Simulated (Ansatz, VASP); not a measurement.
## La3N: VASP beside Ansatz

The input INCAR:

```
SYSTEM = La3N
  ALGO = Normal
  EDIFF = 1E-7
  ENCUT = 520
  GGA = PE
  ISIF = 2
  ISMEAR = 0
  LASPH = .TRUE.
  LCHARG = .TRUE.
  LELF = .TRUE.
  LREAL = .FALSE.
  LVHAR = .TRUE.
  LWAVE = .FALSE.
  NBANDS = 27
  NELM = 80
  PREC = Accurate
  SIGMA = 0.1
```

File KPOINTS:

```
k-points
0
G
  4 4 4
  0 0 0
```

The input POSCAR:

```
La3N
1.0
    4.7098099800      0.0000000000      0.0000000000
    0.0000000000      4.7098099800      0.0000000000
    0.0000000000      0.0000000000      4.7098099800
La N
3 1
Direct
    0.0000000000      0.5000000000      0.5000000000
    0.5000000000      0.0000000000      0.5000000000
    0.5000000000      0.5000000000      0.0000000000
    0.0000000000      0.0000000000      0.0000000000
```

Input for Ansatz:

```yaml
crystal:
  lattice:
    - [4.70980998, 0.0, 0.0]
    - [0.0, 4.70980998, 0.0]
    - [0.0, 0.0, 4.70980998]
  atoms:
    - { symbol: La, position: [0.0, 0.5, 0.5] }
    - { symbol: La, position: [0.5, 0.0, 0.5] }
    - { symbol: La, position: [0.5, 0.5, 0.0] }
    - { symbol: "N", position: [0.0, 0.0, 0.0] }
basis:
  ecutwfc: 420
kpoints:
  mp_grid: { grid: [4, 4, 4] }
hamiltonian:
  xc: pbe
scf:
  occupations: { method: gaussian, width: 0.1 }
  lower_state_search: "off"
output:
  forces: true
  stress: true
  eigenvalues: true
```

Change from the starting cell: species swapped into the NbZn3 type (Pm-3m, No. 221).

Alike in both runs: task single point; functional PBE; k mesh 4 × 4 × 4; occupations gaussian, width 0.1 eV; no spin polarisation.

|  | VASP | Ansatz |
| --- | --- | --- |
| version | VASP 6.6.1 | Ansatz 0.2.0 |
| potentials or method | VASP PAW PBE potentials, release 64 (La, N), cutoff 520 eV | scalar-relativistic, plane waves, PAW |
| valence electrons in the cell | 38 | 38 |

|  | VASP | Ansatz | Ansatz less VASP |
| --- | --- | --- | --- |
| gap on the k mesh at the Fermi level (eV) | none | none | - |
| pressure (GPa) | -4.4 | -4.4 | +0.01 |

A gap of «none» marks a metal or a gap that the smearing closes. The functional is the same, so the differences come from potentials, cutoffs and numerics.

Spin-orbit coupling is off throughout.
